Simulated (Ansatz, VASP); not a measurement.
**Two plane-wave programs on Rh**

```xyz
4
Lattice="2.7558 0.0000 0.0000 -1.3779 2.3866 0.0000 0.0000 0.0000 8.9602" Properties=species:S:1:pos:R:3 pbc="T T T"
Rh    0.0000    0.0000    0.0000
Rh    0.0000    1.5911    2.2401
Rh    0.0000    0.0000    4.4801
Rh    1.3779    0.7955    6.7202
```

Alike in both runs: task single point; functional PBEsol; k mesh 18 × 18 × 6; occupations gaussian, width 0.15 eV; no spin polarisation.

|  | VASP | Ansatz |
| --- | --- | --- |
| version | VASP 6.6.1 | Ansatz 0.2.0 |
| potentials or method | VASP PAW PBE potentials, release 64 (Rh_pv), cutoff 520 eV | scalar-relativistic, plane waves, PAW |
| valence electrons in the cell | 60 | 68 |

```csv
,VASP,Ansatz,Ansatz less VASP
gap on the k mesh at the Fermi level (eV),none,none,-
pressure (GPa),-20.1,-20.1,+0.05
"traceless stress, the component that is largest in VASP (GPa)",0.41,0.42,+0.009
```

VASP's potentials were made for PBE, not for PBEsol, and Ansatz warns of the same on its side. A gap of «none» marks a metal or a gap that the smearing closes. VASP's potentials hold 60 valence electrons a cell and Ansatz's 68, so a difference there can come from the potentials and not from the codes.
